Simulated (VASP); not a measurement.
A run of VASP 6.6.1 is set up as follows.

Contents of INCAR:

```
SYSTEM = SbMo
ALGO = Normal
EDIFF = 1E-6
EDIFFG = -0.01
ENCUT = 600
GGA = PS
IBRION = 2
ISIF = 4
ISMEAR = 0
LASPH = .TRUE.
LCHARG = .FALSE.
LREAL = .FALSE.
LWAVE = .FALSE.
NELM = 80
NSW = 60
PREC = Accurate
SIGMA = 0.05
```

The input KPOINTS:

```
k-points
0
G
  10 10 6
  0 0 0
```

POSCAR

```
SbMo
1.0
    4.3292690626      0.0000000000      0.0000000000
   -2.1646345313      3.7492569880      0.0000000000
    0.0000000000      0.0000000000      5.2393449509
Mo Sb
2 2
Direct
    0.0000000000      0.0000000000      0.0000000000
    0.0000000000      0.0000000000      0.5000000000
    0.3333333333      0.6666666667      0.2500000000
    0.6666666667      0.3333333333      0.7500000000
```

Potentials or basis: VASP PAW PBE potentials, release 64 (Mo_sv, Sb).

The run is started by

```bash
$ cat potpaw_PBE.64/Mo_sv/POTCAR potpaw_PBE.64/Sb/POTCAR > POTCAR
$ mpirun -np 1 vasp_std > vasp.out
```

**Question.** What does it give for the band gap on the k mesh?

**Answer.** Zero (bands 19 and 20 overlap by 1.51 eV).

Final structure:
```
Mo Sb
1.0
     4.33707    0.00000    0.00000
    -2.16853    3.75601    0.00000
     0.00000    0.00000    5.22052
Mo Sb
2 2
Direct
  0.00000 0.00000 0.00000
  0.00000 0.00000 0.50000
  0.33333 0.66667 0.25000
  0.66667 0.33333 0.75000
```

Caveat: spin-orbit coupling is left out, which moves the levels of the heavy elements.
